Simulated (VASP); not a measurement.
Runs of VASP 6.6.1 on Ag. The structure is that of space group P6_3/mmc (No. 194), or close to it. The cells are those of the table. 

| cell | further INCAR settings | gap on the mesh (eV) | pressure (GPa) |
| --- | --- | --- | --- |
| a = 2.849, b = 2.849, c = 9.850 Å, angles 90.0, 90.0, 120.0°, 4 atoms | ALGO = Fast; EDIFF = 1e-06; NBANDS = 30 | none | 3.5 |
| a = 2.893, b = 2.893, c = 9.564 Å, angles 90.0, 90.0, 120.0°, 4 atoms | ALGO = Fast; EDIFF = 1e-06; NBANDS = 30 | none | (c) |
| a = 3.025, b = 3.025, c = 9.707 Å, angles 90.0, 90.0, 120.0°, 4 atoms | ALGO = Fast; EDIFF = 1e-06; NBANDS = 30 | none | -5.4 |
| a = 2.893, b = 2.893, c = 9.707 Å, angles 90.0, 90.0, 120.0°, 4 atoms | ALGO = Fast; EDIFF = 1e-06; NBANDS = 30 | none | (b) |
| a = 2.981, b = 2.981, c = 9.850 Å, angles 90.0, 90.0, 120.0°, 4 atoms | ALGO = Fast; EDIFF = 1e-06; NBANDS = 30 | none | -4.5 |
| a = 3.025, b = 3.025, c = 9.850 Å, angles 90.0, 90.0, 120.0°, 4 atoms | ALGO = Fast; EDIFF = 1e-06; NBANDS = 30 | none | -6.2 |
| a = 3.025, b = 3.025, c = 9.564 Å, angles 90.0, 90.0, 120.0°, 4 atoms | ALGO = Fast; EDIFF = 1e-06; NBANDS = 30 | none | (a) |
| a = 2.937, b = 2.937, c = 9.277 Å, angles 90.0, 90.0, 120.0°, 4 atoms | ALGO = Fast; EDIFF = 1e-07; NBANDS = 30 | none | 3.0 |
| a = 2.893, b = 2.893, c = 9.420 Å, angles 90.0, 90.0, 120.0°, 4 atoms | ALGO = Fast; EDIFF = 1e-06; NBANDS = 30 | none | 4.6 |

Alike in all rows: task single point; level PBE; potentials or basis VASP PAW PBE potentials, release 64 (Ag); no spin polarisation; k mesh 18 × 18 × 6; cutoff (eV) 520; smearing gaussian 0.15 eV.

Fill in the values left out.

(a) -4.4; (b) 1.5; (c) 2.9.

A k mesh can miss the band edges, and the runs leave out spin-orbit coupling on Ag.

A gap of «none» marks levels without a gap at the run's occupations.
